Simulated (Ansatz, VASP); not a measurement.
## Ca2SeO in VASP and in Ansatz

Contents of POSCAR:

```
Ca2SeO
1.0
    3.8828618427      0.0568839260      0.0000000000
    0.0568839260      3.8828618427      0.0000000000
    0.0000000000      0.0000000000      5.4944501823
O Ca Se
1 2 1
Direct
    0.0000000000      0.0000000000      0.0000000000
    0.0000000000      0.0000000000      0.5000000000
    0.5000000000      0.5000000000      0.0000000000
    0.5000000000      0.5000000000      0.5000000000
```

The input INCAR.step1:

```
  PREC = Accurate
  ENCUT = 520
  ISMEAR = 0
  SIGMA = 0.01
  LREAL = False
  LASPH = True
  NELM = 80
  NBANDS = 24
  GGA = PE
  ALGO = Normal
  EDIFF = 1E-4
  LWAVE = True
  LCHARG = False
```

INCAR.step2

```
  PREC = Accurate
  ENCUT = 520
  EDIFF = 1E-7
  ISMEAR = 0
  SIGMA = 0.01
  LREAL = False
  LASPH = True
  NELM = 80
  ALGO = Normal
  ISIF = 2
  LWAVE = False
  LCHARG = False
  METAGGA = R2SCAN
  LMIXTAU = True
  NBANDS = 24
  ISTART = 1
```

Contents of KPOINTS:

```
regular mesh
0
Gamma
  6 6 6
```

Input for Ansatz:

```yaml
crystal:
  lattice:
    - [3.8828618427, 0.056883926, 0.0]
    - [0.056883926, 3.8828618427, 0.0]
    - [0.0, 0.0, 5.4944501823]
  atoms:
    - { symbol: O, position: [0.0, 0.0, 0.0] }
    - { symbol: Ca, position: [0.0, 0.0, 0.5] }
    - { symbol: Se, position: [0.5, 0.5, 0.5] }
    - { symbol: Ca, position: [0.5, 0.5, 0.0] }
kpoints:
  mp_grid: { grid: [6, 6, 6] }
  band_path:
    path:
      - [0.0, 0.0, 0.0]
      - [0.0, 0.5, 0.0]
      - [0.5, 0.5, 0.0]
      - [0.0, 0.0, 0.5]
      - [0.0, 0.5, 0.5]
      - [0.5, 0.5, 0.5]
    npoints: 1
hamiltonian:
  xc: r2scan
scf:
  occupations: { method: fixed }
  n_extra_bands: 5
output:
  forces: true
  stress: true
  eigenvalues: true
```

Change from the starting cell: shear_xy strain +2.9%.

Alike in both runs: task single point; functional r2SCAN; k mesh 6 × 6 × 6; no spin polarisation.

|  | VASP | Ansatz |
| --- | --- | --- |
| version | VASP 6.6.1 | Ansatz 0.2.0 |
| potentials or method | VASP PAW PBE potentials, release 64 (O, Ca_sv, Se) | plane waves, PAW |
| plane-wave cutoff (eV) | 520 | 500 |
| occupations | gaussian, width 0.01 eV | fixed |
| valence electrons in the cell | 32 | 42 |

|  | VASP | Ansatz | Ansatz less VASP |
| --- | --- | --- | --- |
| gap on the k mesh at the Fermi level (eV) | 2.50 | 2.51 | +0.003 |
| pressure (GPa) | 0.5 | 0.1 | -0.39 |

VASP's potentials were made for PBE, not for r2SCAN. VASP's potentials hold 32 valence electrons a cell and Ansatz's 42, so a difference there can come from the potentials and not from the codes.
